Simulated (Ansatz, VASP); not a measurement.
# TiO2: VASP beside Ansatz

```
CELL_PARAMETERS angstrom
-1.91700 1.91700 4.81990
1.91700 -1.91700 4.81990
1.91700 1.91700 -4.81990
ATOMIC_POSITIONS crystal
Ti 0.00000 0.00000 0.00000
Ti 0.75000 0.25000 0.50000
O 0.20717 0.20717 0.00000
O 0.95717 0.45717 0.50000
O 0.54283 0.04283 0.50000
O 0.79283 0.79283 0.00000
```

Change from the starting cell: volume scaled by 1.04, ions relaxed.

Alike in both runs: functional PBE; k mesh 11 × 11 × 11; occupations fermi-dirac, width 0.02 eV; no spin polarisation.

Ansatz relaxed the structure, and its values are those at the end. VASP's run is a single point on that final structure, the one shown.

|  | VASP | Ansatz |
| --- | --- | --- |
| version | VASP 6.6.1 | Ansatz 0.2.0 |
| potentials or method | VASP PAW PBE potentials, release 64 (Ti_sv, O) | plane-wave PAW, scalar-relativistic |
| plane-wave cutoff (eV) | 520 | 420 |
| valence electrons in the cell | 48 | 48 |

|  | VASP | Ansatz | Ansatz less VASP |
| --- | --- | --- | --- |
| gap on the k mesh at the Fermi level (eV) | 2.04 | 2.07 | +0.023 |
| pressure (GPa) | -2.0 | -2.6 | -0.63 |
| rms of the force components (eV/Å) | 0.012 | 0.002 | -0.0104 |

Ansatz's warnings: stress scf threshold loose.
